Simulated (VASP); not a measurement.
# Sn2F (Fm-3m) in VASP: notebook

Runs on Sn2F. Level: PBE. Tasks: relaxation of cell and atoms, single point.

All numbers are computed with VASP 6.6.1; they aren't measurements. Logs are shortened: lines on timing, memory, paths and dates and some standing lists are left out, and cuts for length are marked.

## 1. The cell of the first run

Symmetry: Fm-3m, No. 225, cubic system. The conventional cell has a = 6.620 Å, b = 6.620 Å, c = 6.620 Å, α = 90.00°, β = 90.00°, γ = 90.00°. Sn (site symmetry -43m) has 4 F at 2.87 Å and 6 Sn at 3.31 Å within 3.8 Å. F (site symmetry m-3m) has 8 Sn at 2.87 Å within 3.8 Å.

## 2. Relaxation of cell and atoms, PBE

INCAR

```
PREC     = Accurate       # precision mode
ENCUT    = 600            # plane-wave cutoff, eV
EDIFF    = 1E-6           # SCF threshold, eV
ISMEAR   = 0              # smearing method
SIGMA    = 0.1            # smearing width, eV
LREAL    = False          # projectors in reciprocal space
LASPH    = True           # aspherical terms in the spheres
NELM     = 100            # most SCF steps
ALGO     = Normal         # electronic algorithm
ISIF     = 3              # what is computed and relaxed
LWAVE    = False          # write WAVECAR
LCHARG   = False          # write CHGCAR
GGA      = PE             # functional
IBRION   = 2              # ionic algorithm
NSW      = 90             # ionic steps
EDIFFG   = -0.04          # ionic threshold
```

KPOINTS

```
Automatic mesh
0
Gamma
  4 4 4
```

POSCAR

```
Sn2F
1.0
    0.0000000000      3.3101070400      3.3101070400
    3.3101070400      0.0000000000      3.3101070400
    3.3101070400      3.3101070400      0.0000000000
Sn F
2 1
Direct
    0.2500000000      0.2500000000      0.2500000000
    0.7500000000      0.7500000000      0.7500000000
    0.5000000000      0.5000000000      0.5000000000
```

Potentials or basis: VASP PAW PBE potentials, release 64 (Sn_d, F).

Started as:

```bash
$ cat potpaw_PBE.64/Sn_d/POTCAR potpaw_PBE.64/F/POTCAR > POTCAR
$ mpirun -np 1 vasp_std > vasp.out
```

OUTCAR:

```text
PREC = Accurate
   ENCUT = 600
   EDIFF = 1E-6
   ISMEAR = 0
   LREAL = False
   LASPH = True
   NELM = 100
   ISIF = 3
   GGA = PE
   IBRION = 2
   NSW = 90
   EDIFFG = -0.04

 ion  position               nearest neighbor table
   1  0.250  0.250  0.250-   2 3.31   2 3.31   2 3.31   2 3.31   2 3.31   2 3.31
   2  0.750  0.750  0.750-   1 3.31   1 3.31   1 3.31   1 3.31   1 3.31   1 3.31
   3  0.500  0.500  0.500-

  LATTYP: Found a face centered cubic cell.
 ALAT       =     6.6202140800

  Lattice vectors:

 A1 = (   0.0000000000,   3.3101070400,   3.3101070400)
 A2 = (   3.3101070400,   0.0000000000,   3.3101070400)
 A3 = (   3.3101070400,   3.3101070400,   0.0000000000)

Analysis of symmetry for initial positions (statically):
=====================================================================
 Subroutine PRICEL returns:
 Original cell was already a primitive cell.

 Routine SETGRP: Setting up the symmetry group for a
 face centered cubic supercell.

 Subroutine GETGRP returns: Found 48 space group operations
 (whereof 48 operations were pure point group operations)
 out of a pool of 48 trial point group operations.

The static configuration has the point symmetry O_h .

Analysis of symmetry for dynamics (positions and initial velocities):
=====================================================================
 Subroutine PRICEL returns:
 Original cell was already a primitive cell.

 Routine SETGRP: Setting up the symmetry group for a
 face centered cubic supercell.

 Subroutine GETGRP returns: Found 48 space group operations
 (whereof 48 operations were pure point group operations)
 out of a pool of 48 trial point group operations.

The dynamic configuration has the point symmetry O_h .

 Subroutine INISYM returns: Found 48 space group operations
 (whereof 48 operations are pure point group operations),
 and found     1 'primitive' translations

----------------------------------------------------------------------------------------

                                     Primitive cell

  volume of cell :      72.5364

  direct lattice vectors                    reciprocal lattice vectors
     0.000000000  3.310107040  3.310107040    -0.151052517  0.151052517  0.151052517
     3.310107040  0.000000000  3.310107040     0.151052517 -0.151052517  0.151052517
[... 129 lines left out ...]
  in kB      -15.3049435    -15.3049435    -15.3049435     -0.0000000      0.0000000     -0.0000000
  external PRESSURE =     -15.3049435 kB  Pullay stress =       0.0000000 kB

 VOLUME and BASIS-vectors are now :
 -----------------------------------------------------------------------------
  energy-cutoff  :      600.00
  volume of cell :       72.54
      direct lattice vectors                 reciprocal lattice vectors
     0.000000000  3.310107040  3.310107040    -0.151052517  0.151052517  0.151052517
     3.310107040  0.000000000  3.310107040     0.151052517 -0.151052517  0.151052517
     3.310107040  3.310107040  0.000000000     0.151052517  0.151052517 -0.151052517

 POSITION                                       TOTAL-FORCE (eV/Angst)
 -----------------------------------------------------------------------------------
      1.65505      1.65505      1.65505         0.000000      0.000000      0.000000
      4.96516      4.96516      4.96516        -0.000000     -0.000000     -0.000000
      3.31011      3.31011      3.31011        -0.000000     -0.000000     -0.000000
 -----------------------------------------------------------------------------------
    total drift:                               -0.000000     -0.000000      0.000000

  FREE ENERGIE OF THE ION-ELECTRON SYSTEM (eV)
  ---------------------------------------------------
  free  energy   TOTEN  =       -10.9639037251 eV

  energy  without entropy=      -10.9376477108  energy(sigma->0) =      -10.95077572

--------------------------------------- Ionic step        2  -------------------------------------------

 number of electron      35.0000006 magnetization

 Free energy of the ion-electron system (eV)
  ---------------------------------------------------
  ext. energy  EPLUGINS =         0.00000000
  ---------------------------------------------------
  free energy    TOTEN  =       -10.97612488 eV

  energy without entropy =      -10.94762456  energy(sigma->0) =      -10.96187472

 E-fermi :   6.0658     XC(G=0):  -9.8078

 val. band max:        6.0013776139   @ k =   0.5000   0.2500   0.0000
 cond. band min:       6.1303231654   @ k =   0.5000   0.2500   0.0000
 fundamental gap:      0.1289455515
 Fermi energy:         6.0658355915

 k-point     1 :       0.0000    0.0000    0.0000
  band No.  band energies     occupation
      1     -16.7690      2.00000
      2     -15.7512      2.00000
      3     -15.7512      2.00000
      4     -15.6497      2.00000
      5     -15.6497      2.00000
      6     -15.6497      2.00000
[... 181 lines left out ...]
     20       8.1188      0.00000
     21      12.6528      0.00000

------------------------ aborting loop because EDIFF is reached ----------------------------------------

  FORCE on cell =-STRESS in cart. coord.  units (eV):
  Direction    XX          YY          ZZ          XY          YZ          ZX
  --------------------------------------------------------------------------------------
  -------------------------------------------------------------------------------------
  Total       -0.0502356     -0.0502356     -0.0502356      0.0000000      0.0000000     -0.0000000
  in kB       -1.1475317     -1.1475317     -1.1475317      0.0000000      0.0000000     -0.0000000
  external PRESSURE =      -1.1475317 kB  Pullay stress =       0.0000000 kB

 VOLUME and BASIS-vectors are now :
 -----------------------------------------------------------------------------
  energy-cutoff  :      600.00
  volume of cell :       70.14
      direct lattice vectors                 reciprocal lattice vectors
    -0.000000000  3.273223786  3.273223786    -0.152754603  0.152754603  0.152754603
     3.273223786  0.000000000  3.273223786     0.152754603 -0.152754603  0.152754603
     3.273223786  3.273223786 -0.000000000     0.152754603  0.152754603 -0.152754603

 POSITION                                       TOTAL-FORCE (eV/Angst)
 -----------------------------------------------------------------------------------
      1.63661      1.63661      1.63661         0.000000     -0.000000      0.000000
      4.90984      4.90984      4.90984         0.000000      0.000000      0.000000
      3.27322      3.27322      3.27322        -0.000000      0.000000     -0.000000
 -----------------------------------------------------------------------------------
    total drift:                               -0.000000     -0.000000      0.000000

  FREE ENERGIE OF THE ION-ELECTRON SYSTEM (eV)
  ---------------------------------------------------
  free  energy   TOTEN  =       -10.9761248794 eV

  energy  without entropy=      -10.9476245567  energy(sigma->0) =      -10.96187472

 reached required accuracy - stopping structural energy minimisation
```

Wall time 34 s (1 thread of AMD EPYC 7R43 (Zen 3), shared host); peak memory 0.21 GiB.

Results:

| Quantity | Value |
| --- | --- |
| Free energy | -10.9761 eV |
| Relaxed volume | 23.38 Å³/atom |
| Relaxed cell | a = 4.629 Å, b = 4.629 Å, c = 4.629 Å, α = 60.00°, β = 60.00°, γ = 60.00° |
| Space group after relaxing (to 0.05 Å) | Fm-3m (No. 225) |
| Energy gained by relaxing | 4.1 meV/atom |
| Ionic steps | 2 |
| Pressure after relaxing | -0.1 GPa |

Step by step:
```csv
step,energy change (eV),largest force (eV/Å),pressure (GPa),volume (Å³)
1,0.0000,0.0000,-1.53,72.54
2,-0.0122,0.0000,-0.11,70.14
```

Final structure:
```
Sn F
1.0
     0.00000    3.27322    3.27322
     3.27322    0.00000    3.27322
     3.27322    3.27322    0.00000
Sn F
2 1
Direct
  0.25000 0.25000 0.25000
  0.75000 0.75000 0.75000
  0.50000 0.50000 0.50000
```

Levels at points of the mesh, in eV from the Fermi level:
```csv
k point,band 16,band 17,band 18,band 19,band 20,band 21
"(0.00, 0.00, 0.00)",-2.58,-0.17,-0.17,-0.17,4.51,4.51
"(0.50, 0.00, 0.00)",-3.11,0.74,0.74,1.48,2.15,2.15
"(0.50, 0.50, 0.00)",-3.19,-3.11,-0.20,-0.20,4.64,6.10
```

Caveat: the k points lie up to 0.42 Å⁻¹ apart in the final cell; spin-orbit coupling is left out, which moves the levels of the heavy elements; an odd number of electrons without spin polarisation forces a metal; a magnetic or distorted state may lie lower.

## 3. Single point, PBE

This run uses another cell than the first one, of 22.98 Å³/atom, 0.950 times its volume.

INCAR

```
SYSTEM = Sn2F
PREC = Accurate
ENCUT = 520
EDIFF = 1E-6
ISMEAR = 0
SIGMA = 0.1
LREAL = .False.
LASPH = .True.
NELM = 100
ALGO = Normal
ISIF = 2
LWAVE = .False.
LCHARG = .False.
GGA = PE
NBANDS = 24
```

KPOINTS

```
regular mesh
0
Gamma
  12 12 12
  0 0 0
```

POSCAR

```
Sn2F
1.0
    0.0000000000      3.2544411118      3.2544411118
    3.2544411118      0.0000000000      3.2544411118
    3.2544411118      3.2544411118      0.0000000000
Sn F
2 1
Direct
    0.2500000000      0.2500000000      0.2500000000
    0.7500000000      0.7500000000      0.7500000000
    0.5000000000      0.5000000000      0.5000000000
```

Potentials or basis: VASP PAW PBE potentials, release 64 (Sn_d, F).

Started as:

```bash
$ cat potpaw_PBE.64/Sn_d/POTCAR potpaw_PBE.64/F/POTCAR > POTCAR
$ mpirun -np 1 vasp_std > vasp.out
```

Wall time 2.1 min (1 thread of AMD EPYC 7R43 (Zen 3), shared host); peak memory 0.23 GiB.

It converged, with:

```
Free energy : -11.1192 eV
Pressure    : -0.2 GPa
```

Levels at points of the mesh, in eV from the Fermi level:
```csv
k point,band 16,band 17,band 18,band 19,band 20,band 21
"(0.00, 0.00, 0.00)",-2.37,-0.08,-0.08,-0.08,4.67,4.67
"(0.50, 0.00, 0.00)",-3.04,0.84,0.84,1.63,2.29,2.29
"(0.50, 0.50, 0.00)",-3.15,-3.04,-0.10,-0.10,4.77,6.31
```

Caveat: spin-orbit coupling is left out, which moves the levels of the heavy elements; an odd number of electrons without spin polarisation forces a metal; a magnetic or distorted state may lie lower.

## 4. Relaxation of cell and atoms, PBE

This run uses another cell than the first one, of 23.46 Å³/atom, 0.970 times its volume.

INCAR

```
PREC = Accurate
ENCUT = 600
EDIFF = 1E-6
ISMEAR = 0
SIGMA = 0.1
LREAL = False
LASPH = True
NELM = 100
ALGO = Normal
ISIF = 3
LWAVE = False
LCHARG = False
GGA = PE
IBRION = 2
NSW = 100
EDIFFG = -0.01
```

KPOINTS

```
regular mesh
0
Gamma
  12 12 12
```

POSCAR

```
Sn2F
1.0
    0.0000000000      3.2771969044      3.2771969044
    3.2771969044      0.0000000000      3.2771969044
    3.2771969044      3.2771969044      0.0000000000
Sn F
2 1
Direct
    0.2500000000      0.2500000000      0.2500000000
    0.7500000000      0.7500000000      0.7500000000
    0.5000000000      0.5000000000      0.5000000000
```

Started as:

```bash
$ cat potpaw_PBE.64/Sn_d/POTCAR potpaw_PBE.64/F/POTCAR > POTCAR
$ mpirun -np 1 vasp_std > vasp.out
```

Run time: 4.7 min. Hardware: 1 thread of AMD EPYC 7R43 (Zen 3), shared host; peak memory 0.29 GiB.

Results (log left out):

```
Free energy                            : -11.1223 eV
Relaxed volume                         : 22.93 Å³/atom
Relaxed cell                           : a = 4.599 Å, b = 4.599 Å, c = 4.599 Å, α = 60.00°, β = 60.00°, γ = 60.00°
Space group after relaxing (to 0.05 Å) : Fm-3m (No. 225)
Energy gained by relaxing              : 1.8 meV/atom
Ionic steps                            : 2
Pressure after relaxing                : 0.0 GPa
```

Step by step:
```
step  energy change (eV)  largest force (eV/Å)  pressure (GPa)  volume (Å³)
   1              0.0000                0.0000           -1.09        70.39
   2             -0.0055                0.0000           -0.03        68.79
```

Final structure:
```
CELL_PARAMETERS angstrom
0.00000 3.25204 3.25204
3.25204 0.00000 3.25204
3.25204 3.25204 0.00000
ATOMIC_POSITIONS crystal
Sn 0.25000 0.25000 0.25000
Sn 0.75000 0.75000 0.75000
F 0.50000 0.50000 0.50000
```

Levels at points of the mesh, in eV from the Fermi level:
```
           k point  band 14  band 15  band 16  band 17  band 18  band 19  band 20  band 21
(0.00, 0.00, 0.00)    -4.63    -4.63    -2.36    -0.08    -0.08    -0.08     4.68     4.68
(0.50, 0.00, 0.00)    -4.84    -4.84    -3.04     0.85     0.85     1.63     2.29     2.29
(0.50, 0.50, 0.00)    -5.30    -5.09    -3.15    -3.04    -0.10    -0.10     4.77     6.32
```

Caveat: spin-orbit coupling is left out, which moves the levels of the heavy elements; an odd number of electrons without spin polarisation forces a metal; a magnetic or distorted state may lie lower.

## 5. Summary

| task | cell | k mesh | cutoff (eV) | gap on the mesh (eV) | pressure (GPa) | relaxed volume (Å³/atom) |
| --- | --- | --- | --- | --- | --- | --- |
| relaxation of cell and atoms | relaxed from a = 4.681 Å, angles 60.0°, 3 atoms | 4 × 4 × 4 | 600 | none | -0.1 | 23.38 |
| single point | a = 4.602 Å, angles 60.0°, 3 atoms | 12 × 12 × 12 | 520 | none | -0.2 | - |
| relaxation of cell and atoms | relaxed from a = 4.635 Å, angles 60.0°, 3 atoms | 12 × 12 × 12 | 600 | none | 0.0 | 22.93 |

Alike in all rows: level PBE; potentials or basis VASP PAW PBE potentials, release 64 (Sn_d, F); no spin polarisation; smearing gaussian 0.1 eV.

Caveats: some runs use coarse meshes; spin-orbit coupling is left out, which moves the levels of the heavy elements; an odd number of electrons without spin polarisation forces a metal; a magnetic or distorted state may lie lower.

Absolute energies hang on the potentials; compare differences alone.
